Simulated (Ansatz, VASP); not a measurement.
# Si: VASP beside Ansatz

```
Si
1.0
     0.00000    2.71547    2.71547
     2.71547    0.00000    2.71547
     2.71547    2.71547    0.00000
Si
2
Direct
  0.50000 0.50000 0.50000
  0.75000 0.75000 0.75000
```

Alike in both runs: task single point; functional PBE; k mesh 11 × 11 × 11; occupations fermi-dirac, width 0.15 eV; no spin polarisation.

|  | VASP | Ansatz |
| --- | --- | --- |
| version | VASP 6.6.1 | Ansatz 0.2.0 |
| potentials or method | VASP PAW PBE potentials, release 64 (Si), cutoff 520 eV | all-electron LAPW, scalar-relativistic |

|  | VASP | Ansatz | Ansatz less VASP |
| --- | --- | --- | --- |
| pressure (GPa) | 1.9 | 2.0 | +0.05 |

Ansatz ran all-electron here, and VASP with PAW potentials.
